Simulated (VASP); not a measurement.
A run of VASP 6.6.1 is set up as follows.

Contents of INCAR:

```
  PREC = Accurate
  ENCUT = 520
  EDIFF = 1E-8
  ISMEAR = -1
  SIGMA = 0.03
  LREAL = F
  LASPH = T
  NELM = 100
  ALGO = Normal
  ISIF = 2
  LWAVE = F
  LCHARG = F
  GGA = PS
  LEFG = T
  NBANDS = 20
```

KPOINTS

```
regular mesh
0
Gamma
  15 15 15
```

POSCAR

```
WS2
1.0
    1.5576599252      0.8993153771      6.0800315456
   -1.5576599252      0.8993153771      6.0800315456
    0.0000000000     -1.7986307542      6.0800315456
W S
1 2
Direct
    0.0000000000      0.0000000000      0.0000000000
    0.7503000000      0.7503000000      0.7503000000
    0.5810000000      0.5810000000      0.5810000000
```

Potentials or basis: VASP PAW PBE potentials, release 64 (W_sv, S).

Launch:

```sh
$ cat potpaw_PBE.64/W_sv/POTCAR potpaw_PBE.64/S/POTCAR > POTCAR
$ mpirun -np 1 vasp_std > vasp.out
```

(1) Estimate the band gap on the k mesh.

(2) Estimate the pressure.

## Answers

(1) 0.99 eV, indirect (least direct gap 1.99 eV).

(2) 7.0 GPa.

Caveat: without QUAD_EFG the Cq values of the log hold for a quadrupole moment of 1 mb, not for the nuclei; the PAW data sets were made with another functional, which shifts forces and pressure a little; spin-orbit coupling is left out, which moves the levels of the heavy elements.
